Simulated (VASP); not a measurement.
# Li (P6_3/mmc) in VASP: vibrations by perturbation theory with PBE

Aim: the vibrations by perturbation theory of Li with PBE.

Program: VASP 6.6.1. These are calculated values, not measurements. Logs are shortened: lines on timing, memory, paths and dates and some standing lists are left out, and cuts for length are marked.

### Step 1. The cell of the first run

Symmetry: P6_3/mmc, No. 194, hexagonal system. The conventional cell has a = 3.059 Å, b = 3.059 Å, c = 5.007 Å, α = 90.00°, β = 90.00°, γ = 120.00°. Within 4.0 Å of Li (site symmetry -6m2) lie 12 Li at 3.06 Å.

This isn't the form of Li at room conditions, which is bcc.

### Step 2. Vibrations by perturbation theory, PBE

INCAR reads:

```
ALGO     = Fast           # electronic algorithm
EDIFF    = 1E-8           # SCF threshold, eV
ENCUT    = 520            # plane-wave cutoff, eV
GGA      = PE             # functional
IBRION   = 8              # ionic algorithm
ISIF     = 2              # what is computed and relaxed
ISMEAR   = -1             # smearing method
LASPH    = T              # aspherical terms in the spheres
LCHARG   = T              # write CHGCAR
LREAL    = F              # projectors in reciprocal space
LWAVE    = F              # write WAVECAR
NBANDS   = 10             # bands
NELM     = 60             # most SCF steps
NSW      = 1              # ionic steps
PREC     = Accurate       # precision mode
SIGMA    = 0.15           # smearing width, eV
```

KPOINTS reads:

```
k-points
0
Gamma
  21 21 12
```

POSCAR reads:

```
Li
1.0
    3.0592366314      0.0000000000      0.0000000000
   -1.5296183157      2.6493766390      0.0000000000
    0.0000000000      0.0000000000      5.0068053648
Li
2
Direct
    0.3333333333      0.6666666667      0.2500000000
    0.6666666667      0.3333333333      0.7500000000
```

Potentials or basis: VASP PAW PBE potentials, release 64 (Li_sv).

Launch:

```sh
$ cat potpaw_PBE.64/Li_sv/POTCAR > POTCAR
$ mpirun -np 1 vasp_std > vasp.out
```

OUTCAR:

```text
EDIFF = 1E-8
   ENCUT = 520
   GGA = PE
   IBRION = 8
   ISIF = 2
   ISMEAR = -1
   LASPH = T
   LREAL = F
   NELM = 60
   NSW = 1
   PREC = Accurate

 ion  position               nearest neighbor table
   1  0.333  0.667  0.250-
   2  0.667  0.333  0.750-

  LATTYP: Found a hexagonal cell.
 ALAT       =     3.0592366314
 C/A-ratio  =     1.6366191858

  Lattice vectors:

 A1 = (   3.0592366314,   0.0000000000,   0.0000000000)
 A2 = (  -1.5296183157,   2.6493766390,   0.0000000000)
 A3 = (   0.0000000000,   0.0000000000,   5.0068053648)

Analysis of symmetry for initial positions (statically):
=====================================================================
 Subroutine PRICEL returns:
 Original cell was already a primitive cell.

 Routine SETGRP: Setting up the symmetry group for a
 hexagonal supercell.

 Subroutine GETGRP returns: Found 24 space group operations
 (whereof 12 operations were pure point group operations)
 out of a pool of 24 trial point group operations.

The static configuration has the point symmetry D_3d.
 The point group associated with its full space group is D_6h.

Analysis of symmetry for dynamics (positions and initial velocities):
=====================================================================
 Subroutine PRICEL returns:
 Original cell was already a primitive cell.

 Routine SETGRP: Setting up the symmetry group for a
 hexagonal supercell.

 Subroutine GETGRP returns: Found 24 space group operations
 (whereof 12 operations were pure point group operations)
 out of a pool of 24 trial point group operations.

The dynamic configuration has the point symmetry D_3d.
 The point group associated with its full space group is D_6h.

 Subroutine INISYM returns: Found 24 space group operations
 (whereof 12 operations are pure point group operations),
 and found     1 'primitive' translations

----------------------------------------------------------------------------------------

                                     Primitive cell

  volume of cell :      40.5805

  direct lattice vectors                    reciprocal lattice vectors
     3.059236631  0.000000000  0.000000000     0.326878931  0.188723639  0.000000000
    -1.529618316  2.649376639  0.000000000     0.000000000  0.377447278  0.000000000
     0.000000000  0.000000000  5.006805365     0.000000000  0.000000000  0.199728155

  length of vectors
     3.059236631  3.059236631  5.006805365     0.377447278  0.377447278  0.199728155

  position of ions in fractional coordinates (direct lattice)
     0.333333333  0.666666667  0.250000000
     0.666666667  0.333333333  0.750000000

  ion indices of the primitive-cell ions
   primitive index   ion index
                 1           1
                 2           2

----------------------------------------------------------------------------------------

 KPOINTS: k-points

Automatic generation of k-mesh.
 Grid dimensions read from file:
 generate k-points for:   21   21   12

 Generating k-lattice:

  Cartesian coordinates                     Fractional coordinates (reciprocal lattice)
     0.015565663  0.008986840  0.000000000     0.047619048  0.000000000  0.000000000
     0.000000000  0.017973680  0.000000000     0.000000000  0.047619048  0.000000000
     0.000000000  0.000000000  0.016644013     0.000000000  0.000000000  0.083333333

[... 96 lines left out ...]

 number of electron       5.9999999 magnetization

 Free energy of the ion-electron system (eV)
  ---------------------------------------------------
  ext. energy  EPLUGINS =         0.00000000
  ---------------------------------------------------
  free energy    TOTEN  =        -3.84785528 eV

  energy without entropy =       -3.77870815  energy(sigma->0) =       -3.81328171

 E-fermi :   0.6124     XC(G=0):  -7.0417

 val. band max:        0.6081898053   @ k =   0.2857   0.0476   0.3333
 cond. band min:       0.6235007052   @ k =   0.4286  -0.0000   0.4167
 fundamental gap:      0.0153108999
 Fermi energy:         0.6123942566

 k-point     1 :       0.0000    0.0000    0.0000
  band No.  band energies     occupation
      1     -45.9085      2.00000
      2     -45.8908      2.00000
      3      -2.9370      2.00000
      4       0.5945      1.05949
      5       3.5254      0.00000
      6      13.0926      0.00000
      7      13.0927      0.00000
      8      14.4868      0.00000
      9      14.4869      0.00000
     10      15.0456      0.00000
[... 287 lines left out ...]
 k-point    24 :       0.1905    0.0952    0.0000
  band No.  band energies     occupation
      1     -45.9001      2.00000
      2     -45.8870      2.00000
      3      -1.9241      2.00000
      4       1.9251      0.00032
      5       3.8149      0.00000
      6       8.0244      0.00000
      7       9.4981      0.00000
      8      12.4815      0.00000
      9      12.9373      0.00000
     10      13.8041      0.00000

 [... further k-points ...]

------------------------ aborting loop because EDIFF is reached ----------------------------------------

  FORCE on cell =-STRESS in cart. coord.  units (eV):
  Direction    XX          YY          ZZ          XY          YZ          ZX
  --------------------------------------------------------------------------------------
  -------------------------------------------------------------------------------------
  Total       -0.0178335     -0.0178335     -0.0144395      0.0000000      0.0000000      0.0000000
  in kB       -0.7040936     -0.7040936     -0.5700937      0.0000000      0.0000000      0.0000000
  external PRESSURE =      -0.6594269 kB  Pullay stress =       0.0000000 kB

 VOLUME and BASIS-vectors are now :
 -----------------------------------------------------------------------------
  energy-cutoff  :      520.00
  volume of cell :       40.58
      direct lattice vectors                 reciprocal lattice vectors
     3.059236631  0.000000000  0.000000000     0.326878931  0.188723639  0.000000000
    -1.529618316  2.649376639  0.000000000     0.000000000  0.377447278  0.000000000
     0.000000000  0.000000000  5.006805365     0.000000000  0.000000000  0.199728155

 POSITION                                       TOTAL-FORCE (eV/Angst)
 -----------------------------------------------------------------------------------
     -0.00000      1.76625      1.25170        -0.000000      0.000000      0.000000
      1.52962      0.88313      3.75510         0.000000      0.000000      0.000000
 -----------------------------------------------------------------------------------
    total drift:                               -0.000000      0.000000     -0.000000

  FREE ENERGIE OF THE ION-ELECTRON SYSTEM (eV)
  ---------------------------------------------------
  free  energy   TOTEN  =        -3.8478552813 eV

  energy  without entropy=       -3.7787081458  energy(sigma->0) =       -3.81328171

[... ionic steps 2 to 3 ...]

--------------------------------------- Ionic step        4  -------------------------------------------

------------------------ aborting loop because EDIFF is reached ----------------------------------------

[... ionic steps 5 to 5 ...]

--------------------------------------- Ionic step        6  -------------------------------------------

 Free energy of the ion-electron system (eV)
  ---------------------------------------------------
  ---------------------------------------------------
  free energy    TOTEN  =        -0.19181228 eV

  energy without entropy =       -0.19181228

------------------------ aborting loop because EDIFF is reached ----------------------------------------

 INTERNAL STRAIN TENSOR  FOR ION    1  DIRECTION 3   (eV/Angst):
 -----------------------------------------------------------------------------
     0.00033  0.00000  0.00000
     0.00000  0.00033  0.00000
     0.00000 -0.00000  0.00117

 INTERNAL STRAIN TENSOR FOR ION    2 for displacements in x,y,z  (eV/Angst):
          X           Y           Z          XY          YZ          ZX
  --------------------------------------------------------------------------------
  x     0.00000     0.00000     0.00000     0.45979     0.00000     0.00000
  y     0.45979    -0.45979     0.00000     0.00000     0.00000     0.00000
  z     0.00000     0.00000     0.00000     0.00000     0.00000     0.00000

 SECOND DERIVATIVES (NOT SYMMETRIZED)
 ------------------------------------
               1X          1Y          1Z          2X          2Y          2Z
  1X    -0.174009    0.000000    0.000000    0.174009    0.000000    0.000000
  1Y     0.000000   -0.174009    0.000000    0.000000    0.174009    0.000000
  1Z    -0.000000    0.000000   -1.317770    0.000000    0.000000    1.317770
  2X     0.174009    0.000000    0.000000   -0.174009    0.000000    0.000000
  2Y     0.000000    0.174009    0.000000    0.000000   -0.174009    0.000000
  2Z     0.000000    0.000000    1.317770   -0.000000    0.000000   -1.317770

 Eigenvectors and eigenvalues of the dynamical matrix
 ----------------------------------------------------

   1 f  =    9.585758 THz    60.229095 2PiTHz  319.746476 cm-1    39.643493 meV
             X         Y         Z           dx          dy          dz
     -0.000000  1.766251  1.251701     0.000000    0.000000    0.707107
      1.529618  0.883126  3.755104    -0.000000   -0.000000   -0.707107
[... 11 lines left out ...]
   4 f  =    0.000000 THz     0.000001 2PiTHz    0.000004 cm-1     0.000000 meV
             X         Y         Z           dx          dy          dz
     -0.000000  1.766251  1.251701     0.001478   -0.090711    0.701263
      1.529618  0.883126  3.755104     0.001478   -0.090711    0.701263

   5 f/i=    0.000000 THz     0.000000 2PiTHz    0.000000 cm-1     0.000000 meV
             X         Y         Z           dx          dy          dz
     -0.000000  1.766251  1.251701     0.698464   -0.109113   -0.015586
      1.529618  0.883126  3.755104     0.698464   -0.109113   -0.015586

   6 f/i=    0.000000 THz     0.000000 2PiTHz    0.000001 cm-1     0.000000 meV
             X         Y         Z           dx          dy          dz
     -0.000000  1.766251  1.251701     0.110210    0.692724    0.089374
      1.529618  0.883126  3.755104     0.110210    0.692724    0.089374

--------------------------------------------------------------------------------------------------------

 ELASTIC MODULI CONTR FROM IONIC RELAXATION (kBar)
 Direction    XX          YY          ZZ          XY          YZ          ZX
 --------------------------------------------------------------------------------
 XX         -47.9675     47.9675     -0.0000     -0.0000      0.0000      0.0000
 YY          47.9675    -47.9675     -0.0000     -0.0000      0.0000      0.0000
 ZZ          -0.0000     -0.0000     -0.0000      0.0000      0.0000      0.0000
 XY          -0.0000     -0.0000      0.0000    -47.9675      0.0000      0.0000
 YZ           0.0000      0.0000      0.0000      0.0000      0.0000      0.0000
 ZX           0.0000      0.0000      0.0000      0.0000      0.0000      0.0000
 --------------------------------------------------------------------------------
```

It took 16 min on 1 thread of Intel Xeon Platinum 8375C at 2.90GHz (Ice Lake), shared host; peak memory 1.1 GiB.

Results:

```
Highest phonon frequency at Γ : 320 cm⁻¹
```

Phonon frequencies in cm⁻¹ (negative: imaginary):
```
              q point        frequencies
(0.000, 0.000, 0.000)  0 0 0 116 116 320
```

Caveat: the cutoff is under 1.25 times the usual one of these potentials, so pressure, stress and relaxed cells hold a basis-set (Pulay) error.
